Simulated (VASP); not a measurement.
# Al (P6_3/mmc) in VASP: a series of runs

The runs below take Al through single point, with PBEsol.

Everything below comes from runs of VASP 6.6.1. Logs are shortened: lines on timing, memory, paths and dates and some standing lists are left out, and cuts for length are marked.

## 1. The cell of the first run

It takes space group P6_3/mmc (No. 194, hexagonal). Conventional cell: a = 2.930 Å, b = 2.930 Å, c = 4.713 Å, α = 90.00°, β = 90.00°, γ = 120.00°. Within 3.8 Å of Al (site symmetry -6m2) lie 12 Al at 2.90 to 2.93 Å.

## 2. Single point, PBEsol

Contents of INCAR:

```
SYSTEM = Al
PREC     = Accurate       ! precision mode
ENCUT    = 520            ! plane-wave cutoff, eV
EDIFF    = 1E-6           ! SCF threshold, eV
ISMEAR   = 0              ! smearing method
SIGMA    = 0.15           ! smearing width, eV
LREAL    = .FALSE.        ! projectors in reciprocal space
LASPH    = .TRUE.         ! aspherical terms in the spheres
NELM     = 100            ! most SCF steps
ALGO     = Fast           ! electronic algorithm
ISIF     = 2              ! what is computed and relaxed
LWAVE    = .FALSE.        ! write WAVECAR
LCHARG   = .FALSE.        ! write CHGCAR
GGA      = PS             ! functional
NBANDS   = 10             ! bands
```

Contents of KPOINTS:

```
regular mesh
0
G
  18 18 10
  0 0 0
```

Contents of POSCAR:

```
Al
1.0
    2.9295000000      0.0000000000      0.0000000000
   -1.4647500000      2.5370214204      0.0000000000
    0.0000000000      0.0000000000      4.7125000000
Al
2
Direct
    0.6666666667      0.3333333333      0.7500000000
    0.3333333333      0.6666666667      0.2500000000
```

Potentials or basis: VASP PAW PBE potentials, release 64 (Al).

Launch:

```
$ cat potpaw_PBE.64/Al/POTCAR > POTCAR
$ mpirun -np 1 vasp_std > vasp.out
```

OUTCAR:

```text
SYSTEM = Al
   PREC = Accurate
   ENCUT = 520
   EDIFF = 1E-6
   ISMEAR = 0
   LREAL = .FALSE.
   LASPH = .TRUE.
   NELM = 100
   ISIF = 2
   GGA = PS

 ion  position               nearest neighbor table
   1  0.667  0.333  0.750-   2 2.90   2 2.90   2 2.90   2 2.90   2 2.90   2 2.90
   2  0.333  0.667  0.250-   1 2.90   1 2.90   1 2.90   1 2.90   1 2.90   1 2.90

  LATTYP: Found a hexagonal cell.
 ALAT       =     2.9295000000
 C/A-ratio  =     1.6086362861

  Lattice vectors:

 A1 = (   2.9295000000,   0.0000000000,   0.0000000000)
 A2 = (  -1.4647500000,   2.5370214204,   0.0000000000)
 A3 = (   0.0000000000,   0.0000000000,   4.7125000000)

Analysis of symmetry for initial positions (statically):
=====================================================================
 Subroutine PRICEL returns:
 Original cell was already a primitive cell.

 Routine SETGRP: Setting up the symmetry group for a
 hexagonal supercell.

 Subroutine GETGRP returns: Found 24 space group operations
 (whereof 12 operations were pure point group operations)
 out of a pool of 24 trial point group operations.

The static configuration has the point symmetry D_3d.
 The point group associated with its full space group is D_6h.

Analysis of symmetry for dynamics (positions and initial velocities):
=====================================================================
 Subroutine PRICEL returns:
 Original cell was already a primitive cell.

 Routine SETGRP: Setting up the symmetry group for a
 hexagonal supercell.

 Subroutine GETGRP returns: Found 24 space group operations
 (whereof 12 operations were pure point group operations)
 out of a pool of 24 trial point group operations.

The dynamic configuration has the point symmetry D_3d.
 The point group associated with its full space group is D_6h.

 Subroutine INISYM returns: Found 24 space group operations
 (whereof 12 operations are pure point group operations),
 and found     1 'primitive' translations

----------------------------------------------------------------------------------------

                                     Primitive cell

  volume of cell :      35.0243

  direct lattice vectors                    reciprocal lattice vectors
     2.929500000  0.000000000  0.000000000     0.341355180  0.197081505  0.000000000
    -1.464750000  2.537021420  0.000000000     0.000000000  0.394163010  0.000000000
     0.000000000  0.000000000  4.712500000     0.000000000  0.000000000  0.212201592

  length of vectors
     2.929500000  2.929500000  4.712500000     0.394163010  0.394163010  0.212201592

  position of ions in fractional coordinates (direct lattice)
     0.666666667  0.333333333  0.750000000
     0.333333333  0.666666667  0.250000000

  ion indices of the primitive-cell ions
   primitive index   ion index
                 1           1
                 2           2

----------------------------------------------------------------------------------------

 KPOINTS: regular mesh

Automatic generation of k-mesh.
 Grid dimensions read from file:
 generate k-points for:   18   18   10

 Generating k-lattice:

  Cartesian coordinates                     Fractional coordinates (reciprocal lattice)
     0.018964177  0.010948973  0.000000000     0.055555556  0.000000000  0.000000000
     0.000000000  0.021897945  0.000000000     0.000000000  0.055555556  0.000000000
     0.000000000  0.000000000  0.021220159     0.000000000  0.000000000  0.100000000

  Length of vectors
     0.021897945  0.021897945  0.021220159

  Shift w.r.t. Gamma in fractional coordinates (k-lattice)
     0.000000000  0.000000000  0.000000000

 Subroutine IBZKPT returns following result:
 ===========================================

 Found    222 irreducible k-points:

 Following reciprocal coordinates:
            Coordinates               Weight
  0.000000  0.000000  0.000000      1.000000
  0.055556 -0.000000  0.000000      6.000000
  0.111111 -0.000000  0.000000      6.000000
  0.166667 -0.000000  0.000000      6.000000
  0.222222 -0.000000  0.000000      6.000000
  0.277778 -0.000000  0.000000      6.000000
[... 16 lines left out ...]
  0.333333  0.111111  0.000000     12.000000
  0.388889  0.111111  0.000000     12.000000
 [... further k-points ...]
   k-points           NKPTS =    222   k-points in BZ     NKDIM =    222   number of bands    NBANDS=     10
   number of dos      NEDOS =    301   number of ions     NIONS =      2
   total plane-waves  NPLWV =  20736
   dimension x,y,z NGX =    24 NGY =   24 NGZ =   36
   dimension x,y,z NGXF=    48 NGYF=   48 NGZF=   72
   ions per type =               2
   NGX,Y,Z   is equivalent  to a cutoff of  13.62, 13.62, 12.70 a.u.
   NGXF,Y,Z  is equivalent  to a cutoff of  27.24, 27.24, 25.40 a.u.
 SYSTEM =  Al
   PREC   = accura    normal or accurate (medium, high low for compatibility)
   ISTART =      0    job   : 0-new  1-cont  2-samecut
   ICHARG =      2    charge: 1-file 2-atom 10-const
   ISPIN  =      1    spin polarized calculation?
   LNONCOLLINEAR =      F non collinear calculations
   LSORBIT =      F    spin-orbit coupling
   LASPH  =      T    aspherical Exc in radial PAW
   ENCUT  =  520.0 eV  38.22 Ry    6.18 a.u.   5.45  5.45  8.76*2*pi/ulx,y,z
   NELM   =    100;   NELMIN=  2; NELMDL= -5     # of ELM steps
   EDIFF  = 0.1E-05   stopping-criterion for ELM
   LREAL  =      F    real-space projection
   EDIFFG = 0.1E-04   stopping-criterion for IOM
   NSW    =      0    number of steps for IOM
   IBRION =     -1    ionic relax: 0-MD 1-quasi-New 2-CG
   NFREE  =      0    steps in history (QN), initial steepest desc. (CG)
   ISIF   =      2    stress and relaxation
   ISYM   =      2    0-nonsym 1-usesym 2-fastsym
   POTIM  = 0.5000    time-step for ionic-motion
   TEBEG  =    0.0;   TEEND  =   0.0 temperature during run
   PSTRESS=    0.0 pullay stress
   NELECT =       6.0000    total number of electrons
   NUPDOWN=      -1.0000    fix difference up-down
   EMIN   =  10.00;   EMAX   =-10.00  energy-range for DOS
   EFERMI =   0.00;   METHOD = LEGACY
   ISMEAR =     0;   SIGMA  =   0.15  broadening in eV -4-tet -1-fermi 0-gaus
   EFERMI_NEDOS =   21; number of points for ismear=-14 and -15
   IALGO  =     68    algorithm
   IMIX   =      4    mixing-type and parameters
     AMIX     =   0.40;   BMIX     =  1.00
     AMIX_MAG =   1.60;   BMIX_MAG =  1.00
  volume/ion in A,a.u.               =      17.51       118.18
  Fermi-wavevector in a.u.,A,eV,Ry     =   0.909220  1.718176 11.247675  0.826681
  Thomas-Fermi vector in A             =   2.033239
   LORBIT       =      0    0 simple, 1 ext, 2 COOP (PROOUT), +10 PAW based schemes
   GGA     = PS    functional components
   LHFCALC =     F    Hartree Fock is set to
   AEXX    =    0.0000 exact exchange contribution
   IVDW    =     0    specifies the selected vdW correction
   LEPSILON=     F    determine dielectric tensor
   LRPA    =     F    only Hartree local field effects (RPA)
 non-spin polarized calculation
 RMM-DIIS sequential band-by-band and
 Gauss-broadening in eV      SIGMA  =   0.15
  energy-cutoff  :      520.00
  volume of cell :       35.02
 maximum number of plane-waves:       972
 NGX is ok and might be reduce to    24
   NGX = 11   NGY = 11   NGZ = 17

 number of electron       6.0000000 magnetization

 Free energy of the ion-electron system (eV)
  ---------------------------------------------------
  ext. energy  EPLUGINS =         0.00000000
  ---------------------------------------------------
  free energy    TOTEN  =        -8.08142663 eV

  energy without entropy =       -8.07026227  energy(sigma->0) =       -8.07584445

 E-fermi :   7.3337     XC(G=0): -10.0429

 val. band max:        7.3236212300   @ k =   0.2778   0.2222   0.5000
 cond. band min:       7.3373020717   @ k =   0.2778   0.1111   0.1000
 fundamental gap:      0.0136808417
 Fermi energy:         7.3337006520

 k-point     1 :       0.0000    0.0000    0.0000
  band No.  band energies     occupation
      1      -3.3838      2.00000
      2       3.0637      2.00000
      3       3.2229      2.00000
      4      17.1690      0.00000
      5      17.1690      0.00000
      6      17.7853      0.00000
      7      17.7853      0.00000
      8      19.2820      0.00000
      9      20.5379      0.00000
     10      21.2682      0.00000

 k-point     2 :       0.0556   -0.0000    0.0000
  band No.  band energies     occupation
      1      -3.3129      2.00000
      2       3.1296      2.00000
      3       3.2926      2.00000
      4      15.8028      0.00000
      5      16.3854      0.00000
      6      17.6531      0.00000
      7      18.6934      0.00000
      8      19.9195      0.00000
      9      20.9682      0.00000
     10      21.0764      0.00000

 k-point     3 :       0.1111   -0.0000    0.0000
  band No.  band energies     occupation
      1      -3.1003      2.00000
      2       3.3274      2.00000
      3       3.5011      2.00000
      4      13.8559      0.00000
      5      15.4811      0.00000
      6      16.9433      0.00000
      7      19.4921      0.00000
      8      19.5760      0.00000
      9      19.9691      0.00000
     10      20.8241      0.00000

 k-point     4 :       0.1667   -0.0000    0.0000
  band No.  band energies     occupation
      1      -2.7467      2.00000
      2       3.6570      2.00000
      3       3.8462      2.00000
      4      11.9083      0.00000
      5      14.6877      0.00000
      6      16.1269      0.00000
      7      17.7808      0.00000
      8      17.9315      0.00000
      9      20.0949      0.00000
     10      20.7562      0.00000

 k-point     5 :       0.2222   -0.0000    0.0000
  band No.  band energies     occupation
      1      -2.2531      2.00000
      2       4.1181      2.00000
      3       4.3234      2.00000
      4      10.0412      0.00000
      5      14.0151      0.00000
      6      15.2333      0.00000
      7      15.9772      0.00000
      8      16.4857      0.00000
      9      19.4896      0.00000
     10      20.0591      0.00000

 k-point     6 :       0.2778   -0.0000    0.0000
  band No.  band energies     occupation
      1      -1.6210      2.00000
      2       4.7102      2.00000
      3       4.9192      2.00000
      4       8.2898      0.00000
      5      13.4649      0.00000
      6      14.0762      0.00000
      7      14.2502      0.00000
      8      15.4541      0.00000
      9      18.9953      0.00000
     10      19.4725      0.00000
[... 183 lines left out ...]
 k-point    21 :       0.2222    0.1111    0.0000
  band No.  band energies     occupation
      1      -1.4109      2.00000
      2       4.9075      2.00000
      3       5.1173      2.00000
      4       8.4854      0.00000
      5      10.7877      0.00000
      6      14.3662      0.00000
      7      14.6896      0.00000
      8      16.9226      0.00000
      9      17.1003      0.00000
     10      17.9696      0.00000

 k-point    22 :       0.2778    0.1111    0.0000
  band No.  band energies     occupation
      1      -0.6434      2.00000
      2       5.6285      2.00000
      3       5.7238      2.00000
      4       6.9618      1.99955
      5      10.3151      0.00000
      6      12.7886      0.00000
      7      13.1861      0.00000
      8      16.5144      0.00000
      9      16.5843      0.00000
     10      17.5591      0.00000

 k-point    23 :       0.3333    0.1111    0.0000
  band No.  band energies     occupation
      1       0.2579      2.00000
      2       5.0931      2.00000
      3       6.4738      2.00000
      4       6.9120      1.99993
      5       9.9416      0.00000
      6      11.3134      0.00000
      7      11.8103      0.00000
      8      16.2210      0.00000
      9      16.2272      0.00000
     10      17.2579      0.00000

 k-point    24 :       0.3889    0.1111    0.0000
  band No.  band energies     occupation
      1       1.2879      2.00000
      2       3.7448      2.00000
      3       7.4213      0.40881
      4       7.8037      0.00001
      5       9.5543      0.00000
      6       9.9830      0.00000
      7      10.7039      0.00000
      8      16.0158      0.00000
      9      16.0441      0.00000
     10      17.0747      0.00000

 [... further k-points ...]

------------------------ aborting loop because EDIFF is reached ----------------------------------------

  FORCE on cell =-STRESS in cart. coord.  units (eV):
  Direction    XX          YY          ZZ          XY          YZ          ZX
  --------------------------------------------------------------------------------------
  -------------------------------------------------------------------------------------
  Total       -1.0979548     -1.0979548     -0.8854612      0.0000000      0.0000000      0.0000000
  in kB      -50.2257038    -50.2257038    -40.5052326      0.0000000      0.0000000      0.0000000
  external PRESSURE =     -46.9855468 kB  Pullay stress =       0.0000000 kB

 VOLUME and BASIS-vectors are now :
 -----------------------------------------------------------------------------
  energy-cutoff  :      520.00
  volume of cell :       35.02
      direct lattice vectors                 reciprocal lattice vectors
     2.929500000  0.000000000  0.000000000     0.341355180  0.197081505  0.000000000
    -1.464750000  2.537021420  0.000000000     0.000000000  0.394163010  0.000000000
     0.000000000  0.000000000  4.712500000     0.000000000  0.000000000  0.212201592

 POSITION                                       TOTAL-FORCE (eV/Angst)
 -----------------------------------------------------------------------------------
      1.46475      0.84567      3.53438         0.000000     -0.000000      0.000000
     -0.00000      1.69135      1.17813         0.000000      0.000000      0.000000
 -----------------------------------------------------------------------------------
    total drift:                                0.000000     -0.000000     -0.000000

  FREE ENERGIE OF THE ION-ELECTRON SYSTEM (eV)
  ---------------------------------------------------
  free  energy   TOTEN  =        -8.0814266334 eV

  energy  without entropy=       -8.0702622683  energy(sigma->0) =       -8.07584445
```

It took 42 s on 1 thread of Intel Xeon 6975P-C, shared host; peak memory 0.19 GiB.

What came out:

```
Free energy            : -8.0814 eV
Pressure               : -4.7 GPa
Band gap on the k mesh : zero (band 3 reaches 11.56 eV, above the bottom of band 4 at 4.17 eV)
```

Levels at points of the mesh, in eV from the Fermi level:
| k point | band 1 | band 2 | band 3 | band 4 | band 5 | band 6 |
| --- | --- | --- | --- | --- | --- | --- |
| (0.00, 0.00, 0.00) | -10.72 | -4.27 | -4.11 | 9.84 | 9.84 | 10.45 |
| (0.50, 0.00, 0.00) | -5.23 | -4.94 | 0.63 | 1.18 | 1.60 | 1.71 |
| (0.00, 0.00, 0.50) | -9.06 | -9.06 | 3.60 | 3.60 | 11.18 | 11.18 |
| (0.50, 0.00, 0.50) | -3.76 | -3.76 | -3.16 | -3.16 | 6.59 | 6.59 |

Caveat: the PAW data sets were made with another functional, which shifts forces and pressure a little.

(Continued in part 2 of 2.)
